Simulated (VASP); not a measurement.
## CdF2: single point with PBE

Crystal: CdF2.

```
Cd F
1.0
     0.00000    2.69400    2.69400
     2.69400    0.00000    2.69400
     2.69400    2.69400    0.00000
Cd F
1 2
Direct
  0.00000 0.00000 0.00000
  0.75000 0.75000 0.75000
  0.25000 0.25000 0.25000
```

```
Program                : VASP 6.6.1
Task                   : single point
Functional             : PBE
Potentials or basis    : VASP PAW PBE potentials, release 64 (Cd, F)
Cutoff                 : 520 eV
k mesh                 : 9 × 9 × 9
Occupations            : fermi-dirac, width 0.05 eV
Spin                   : no spin polarisation
Dipole correction      : no
Further INCAR settings : ALGO = Normal; EDIFF = 1e-06; NBANDS = 20
```

| Property | Result |
| --- | --- |
| Pressure | 6.2 GPa |
| Band gap on the k mesh | 3.10 eV, indirect (least direct gap 3.57 eV) |

Levels at points of the mesh, in eV from the valence-band top:
| k point | band 10 | band 11 | band 12 | band 13 | band 14 | band 15 | band 16 | band 17 |
| --- | --- | --- | --- | --- | --- | --- | --- | --- |
| (0.00, 0.00, 0.00) | -0.94 | -0.47 | -0.47 | -0.47 | 3.10 | 12.73 | 12.73 | 12.73 |

Wall time 15 s on 1 thread of Intel(R) Xeon(R) 6975P-C (Granite Rapids) (shared host), peak memory 0.17 GiB.

A k mesh can miss the band edges.
